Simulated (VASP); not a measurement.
Li3S2:

```
Li S
1.0
     3.39448    1.95981    2.70430
    -3.39448    1.95981    2.70430
     0.00000   -3.91961    2.70430
Li S
3 2
Cartesian
  -1.6972 0.9799 1.3522
  0.0000 -1.9598 1.3522
  1.6972 0.9799 1.3522
  0.0000 0.0000 6.6425
  0.0000 0.0000 1.4704
```

The cell was built from a structure type or drawn by symmetry, and may not be a known phase.

```yaml
Program: VASP 6.6.1
Task: relaxation of cell and atoms
Functional: PBE
Potentials_or_basis: VASP PAW PBE potentials, release 64 (Li_sv, S)
Cutoff: 600 eV
k_mesh: 6 × 6 × 6
Occupations: gaussian, width 0.1 eV
Spin: no spin polarisation
```

At the start: pressure 14.1 GPa; volume 21.59 Å³/atom.

Task: How do energy, volume and symmetry change on relaxing?

Result: Over 41 steps the energy falls by 440.9 meV/atom and the volume is 20.19 Å³/atom (-6.5 %); space group R-3m (No. 166, to 0.1 Å) before and after.

Step by step:
```
step  energy change (eV)  largest force (eV/Å)  pressure (GPa)  volume (Å³)
   1              0.0000                0.3131           14.05       107.94
   3             -1.8306                0.0558           -0.47       143.19
   5             -1.8313                0.0464           -0.10       141.39
   7             -1.8423                0.0941            0.02       138.11
   9             -1.8433                0.1423            0.07       137.12
  11             -1.8538                0.1382           -0.70       136.50
  13             -1.8592                0.1381           -0.75       135.52
  15             -1.8871                0.1436           -1.02       131.05
  17             -2.0448                0.3386           -1.94       112.90
  19             -1.9471                0.8026           -1.01       111.75
  21             -1.9290                0.9241           -0.81       109.21
  23             -1.9210                0.9376           -0.67       106.40
  25             -1.9185                0.9165           -0.61       105.50
  27             -1.9155                0.7249           -0.40       102.87
  29             -1.9253                0.8318           -0.53       104.24
  31             -1.9605                0.7577           -0.52       103.97
  33             -2.0735                0.5079           -0.40       102.87
  35             -2.1883                0.1188            1.03        98.16
  37             -2.1988                0.1388            0.57        99.35
  39             -2.2041                0.0431           -0.10       101.01
  41             -2.2043                0.0362           -0.10       100.97
```

Final structure:
```
Li S
1.0
     3.80453    2.19654    2.01377
    -3.80453    2.19654    2.01377
     0.00000   -4.39309    2.01377
Li S
3 2
Direct
  0.00000 0.50000 0.00000
  0.00000 0.00000 0.50000
  0.50000 0.00000 0.00000
  0.73877 0.73877 0.73877
  0.26123 0.26123 0.26123
```

Caveat: the cutoff is under 1.25 times the usual one of these potentials, so pressure, stress and relaxed cells hold a basis-set (Pulay) error.
